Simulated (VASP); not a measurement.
# Os (P6_3/mmc) in VASP: notebook

Os is run at these levels: PBEsol; tasks: single point.

Everything below comes from runs of VASP 6.6.1. Logs are shortened: lines on timing, memory, paths and dates and some standing lists are left out, and cuts for length are marked.

## Step 1: The cell of the first run

The structure is hexagonal, space group P6_3/mmc (No. 194). The conventional cell has a = 2.697 Å, b = 2.697 Å, c = 4.261 Å, α = 90.00°, β = 90.00°, γ = 120.00°. Within 3.5 Å of Os (site symmetry -6m2) lie 12 Os at 2.64 to 2.70 Å.

## Step 2: Single point, PBEsol, non-collinear spin, zero start, spin-orbit coupling

The input, INCAR:

```
  PREC = Accurate
  ENCUT = 520
  EDIFF = 1E-7
  ISMEAR = -1
  SIGMA = 0.05
  LREAL = False
  LASPH = True
  NELM = 150
  ALGO = Normal
  ISIF = 2
  LWAVE = False
  LCHARG = False
  MAGMOM = 0 0 0 0 0 0
  LORBIT = 11
  LSORBIT = True
  GGA_COMPAT = False
  LORBMOM = True
  LMAXMIX = 4
  GGA = PS
  NBANDS = 28
```

The input, KPOINTS:

```
Automatic mesh
0
Gamma
  11 11 6
```

The input, POSCAR:

```
Os
1.0
    2.6971481730      0.0000000000      0.0000000000
   -1.3485740865      2.3357988356      0.0000000000
    0.0000000000      0.0000000000      4.2613185190
Os
2
Direct
    0.6666666667      0.3333333333      0.7500000000
    0.3333333333      0.6666666667      0.2500000000
```

Potentials or basis: VASP PAW PBE potentials, release 64 (Os).

Started as:

```console
$ cat potpaw_PBE.64/Os/POTCAR > POTCAR
$ mpirun -np 1 vasp_ncl > vasp.out
```

OUTCAR:

```text
PREC = Accurate
   ENCUT = 520
   EDIFF = 1E-7
   ISMEAR = -1
   LREAL = False
   LASPH = True
   NELM = 150
   ISIF = 2
   LORBIT = 11
   LSORBIT = True
   GGA = PS

 ion  position               nearest neighbor table
   1  0.667  0.333  0.750-   2 2.64   2 2.64   2 2.64   2 2.64   2 2.64   2 2.64
   2  0.333  0.667  0.250-   1 2.64   1 2.64   1 2.64   1 2.64   1 2.64   1 2.64

  LATTYP: Found a hexagonal cell.
 ALAT       =     2.6971481730
 C/A-ratio  =     1.5799348963

  Lattice vectors:

 A1 = (   2.6971481730,   0.0000000000,   0.0000000000)
 A2 = (  -1.3485740865,   2.3357988356,   0.0000000000)
 A3 = (   0.0000000000,   0.0000000000,   4.2613185190)

Analysis of symmetry for initial positions (statically):
=====================================================================
 Subroutine PRICEL returns:
 Original cell was already a primitive cell.

 Routine SETGRP: Setting up the symmetry group for a
 hexagonal supercell.

 Subroutine GETGRP returns: Found 24 space group operations
 (whereof 12 operations were pure point group operations)
 out of a pool of 24 trial point group operations.

The static configuration has the point symmetry D_3d.
 The point group associated with its full space group is D_6h.

Analysis of symmetry for dynamics (positions and initial velocities):
=====================================================================
 Subroutine PRICEL returns:
 Original cell was already a primitive cell.

 Routine SETGRP: Setting up the symmetry group for a
 hexagonal supercell.

 Subroutine GETGRP returns: Found 24 space group operations
 (whereof 12 operations were pure point group operations)
 out of a pool of 24 trial point group operations.

The dynamic configuration has the point symmetry D_3d.
 The point group associated with its full space group is D_6h.

Analysis of structural, dynamic, and magnetic symmetry:
=====================================================================
 Subroutine PRICEL returns:
 Original cell was already a primitive cell.

 Routine SETGRP: Setting up the symmetry group for a
 hexagonal supercell.

 Subroutine GETGRP returns: Found 24 space group operations
 (whereof 12 operations were pure point group operations)
 out of a pool of 24 trial point group operations.

The overall configuration has the point symmetry D_3d.
 The point group associated with its full space group is D_6h.
[... 926 lines left out ...]
      1.34857      0.77860      3.19599        -0.000000      0.000000      0.000000
     -0.00000      1.55720      1.06533         0.000000      0.000000     -0.000000
 -----------------------------------------------------------------------------------
    total drift:                                0.000000     -0.000000      0.000000

  FREE ENERGIE OF THE ION-ELECTRON SYSTEM (eV)
  ---------------------------------------------------
  free  energy   TOTEN  =       -25.0804294018 eV

  energy  without entropy=      -25.0678030397  energy(sigma->0) =      -25.07411622

 orbital moment (x)

 # of ion     p       d       tot
 ----------------------------------------
  1        -0.000   0.000   0.000
  2        -0.000   0.000   0.000
 ----------------------------------------
           -0.000   0.000   0.000

 orbital moment (y)

 # of ion     p       d       tot
 ----------------------------------------
  1        -0.000  -0.000  -0.000
  2        -0.000  -0.000  -0.000
 ----------------------------------------
           -0.000  -0.000  -0.000

 orbital moment (z)

 # of ion     p       d       tot
 ----------------------------------------
  1         0.000   0.000   0.000
  2         0.000   0.000   0.000
 ----------------------------------------
            0.000   0.000   0.000

 Spin-Orbit-Coupling matrix elements

 Ion:    1  E_soc:     -0.6626215
 l=   1
     0.0000000    -0.0467733    -0.0456575
    -0.0467733     0.0000000    -0.0467733
    -0.0456575    -0.0467733     0.0000000
 l=   2
     0.0000000    -0.0131164     0.0000000    -0.0131164    -0.0513432
    -0.0131164     0.0000000    -0.0370865    -0.0141247    -0.0131164
     0.0000000    -0.0370865     0.0000000    -0.0370865     0.0000000
    -0.0131164    -0.0141247    -0.0370865     0.0000000    -0.0131164
    -0.0513432    -0.0131164     0.0000000    -0.0131164     0.0000000
 l=   3
     0.0000000     0.0000000     0.0000000     0.0000000     0.0000000     0.0000000     0.0000000
     0.0000000     0.0000000     0.0000000     0.0000000     0.0000000     0.0000000     0.0000000
     0.0000000     0.0000000     0.0000000     0.0000000     0.0000000     0.0000000     0.0000000
     0.0000000     0.0000000     0.0000000     0.0000000     0.0000000     0.0000000     0.0000000
     0.0000000     0.0000000     0.0000000     0.0000000     0.0000000     0.0000000     0.0000000
     0.0000000     0.0000000     0.0000000     0.0000000     0.0000000     0.0000000     0.0000000
     0.0000000     0.0000000     0.0000000     0.0000000     0.0000000     0.0000000     0.0000000

 Ion:    2  E_soc:     -0.6626215
 l=   1
     0.0000000    -0.0467733    -0.0456575
    -0.0467733     0.0000000    -0.0467733
    -0.0456575    -0.0467733     0.0000000
 l=   2
     0.0000000    -0.0131164     0.0000000    -0.0131164    -0.0513432
    -0.0131164     0.0000000    -0.0370865    -0.0141247    -0.0131164
     0.0000000    -0.0370865     0.0000000    -0.0370865     0.0000000
    -0.0131164    -0.0141247    -0.0370865     0.0000000    -0.0131164
    -0.0513432    -0.0131164     0.0000000    -0.0131164     0.0000000
 l=   3
     0.0000000     0.0000000     0.0000000     0.0000000     0.0000000     0.0000000     0.0000000
     0.0000000     0.0000000     0.0000000     0.0000000     0.0000000     0.0000000     0.0000000
     0.0000000     0.0000000     0.0000000     0.0000000     0.0000000     0.0000000     0.0000000
     0.0000000     0.0000000     0.0000000     0.0000000     0.0000000     0.0000000     0.0000000
     0.0000000     0.0000000     0.0000000     0.0000000     0.0000000     0.0000000     0.0000000
     0.0000000     0.0000000     0.0000000     0.0000000     0.0000000     0.0000000     0.0000000
     0.0000000     0.0000000     0.0000000     0.0000000     0.0000000     0.0000000     0.0000000

 total charge

# of ion       s       p       d       tot
------------------------------------------
    1        0.685   0.858   6.091   7.635
    2        0.685   0.858   6.091   7.635
--------------------------------------------------
tot          1.371   1.716  12.183  15.269

 magnetization (x)

# of ion       s       p       d       tot
------------------------------------------
    1        0.000   0.000   0.000   0.000
    2        0.000   0.000   0.000   0.000
--------------------------------------------------
tot          0.000   0.000   0.000   0.000

 magnetization (y)

# of ion       s       p       d       tot
------------------------------------------
    1        0.000   0.000   0.000   0.000
    2       -0.000   0.000   0.000   0.000
--------------------------------------------------
tot         -0.000   0.000   0.000   0.000

 magnetization (z)

# of ion       s       p       d       tot
------------------------------------------
    1        0.000   0.000   0.000   0.000
    2        0.000   0.000   0.000   0.000
--------------------------------------------------
tot          0.000   0.000   0.000   0.000
```

OSZICAR:

```text
N       E                     dE             d eps       ncg     rms          rms(c)
DAV:   1     0.125661103292E+03    0.12566E+03   -0.73102E+03  3584   0.111E+03
DAV:   2    -0.194074557929E+02   -0.14507E+03   -0.13048E+03  3628   0.393E+02
DAV:   3    -0.264403024284E+02   -0.70328E+01   -0.67007E+01  4272   0.756E+01
DAV:   4    -0.265471155084E+02   -0.10681E+00   -0.10607E+00  4108   0.962E+00
DAV:   5    -0.265479556237E+02   -0.84012E-03   -0.83987E-03  3988   0.740E-01    0.284E+01
DAV:   6    -0.254422033758E+02    0.11058E+01   -0.91714E-01  4128   0.832E+00    0.140E+01
DAV:   7    -0.250937734316E+02    0.34843E+00   -0.60277E-01  4172   0.657E+00    0.509E+00
DAV:   8    -0.250849762522E+02    0.87972E-02   -0.14075E-02  3732   0.119E+00    0.534E-01
DAV:   9    -0.250804384639E+02    0.45378E-02   -0.60382E-03  3776   0.838E-01    0.242E-01
DAV:  10    -0.250804558554E+02   -0.17392E-04   -0.41208E-05  4072   0.753E-02    0.336E-02
DAV:  11    -0.250804416202E+02    0.14235E-04   -0.12452E-06  3968   0.135E-02    0.209E-02
DAV:  12    -0.250804310377E+02    0.10582E-04   -0.20170E-06  3748   0.160E-02    0.760E-03
DAV:  13    -0.250804294875E+02    0.15502E-05   -0.16973E-07  3740   0.489E-03    0.498E-04
DAV:  14    -0.250804294018E+02    0.85666E-07   -0.57680E-09  1936   0.988E-04
   1 F= -.25080429E+02 E0= -.25074116E+02  d E =-.126264E-01  mag=    -0.0000     0.0000    -0.0000
```

stdout:

```text
POSCAR found type information on POSCAR Os
 POSCAR found :  1 types and       2 ions
 scaLAPACK will be used
 -----------------------------------------------------------------------------
|                                                                             |
|                                                                             |
|     You enforced a specific xc type in the INCAR file but a different       |
|     I HOPE YOU KNOW WHAT YOU ARE DOING!                                     |
|                                                                             |
 -----------------------------------------------------------------------------

 LDA part: xc-table for (Slater+PW92), standard interpolation
 POSCAR, INCAR and KPOINTS ok, starting setup
 FFT: planning ... GRIDC
 FFT: planning ... GRID_SOFT
 FFT: planning ... GRID
 WAVECAR not read
 entering main loop
```

Run time: 91 s. Hardware: 1 thread of Oxide Virtual Turin-like, shared host; peak memory 0.19 GiB.

Results:

- Free energy: -25.0804 eV
- Pressure: 17.4 GPa
- Net moment: 0.00 μB per cell
- Valence electrons inside the program's atomic spheres: Os 7.63

Stress tensor (GPa, compression positive):
```
17.07  0.00  0.00
 0.00 17.07  0.00
 0.00  0.00 17.91
```

Moments on the atoms (μB; x, y, z):
```
Os  0.00 0.00 0.00
Os  0.00 0.00 0.00
```

Caveat: the cell stands under pressure; the PAW data sets were made with another functional, which shifts forces and pressure a little.

(Part 1 of 3 ends here.)
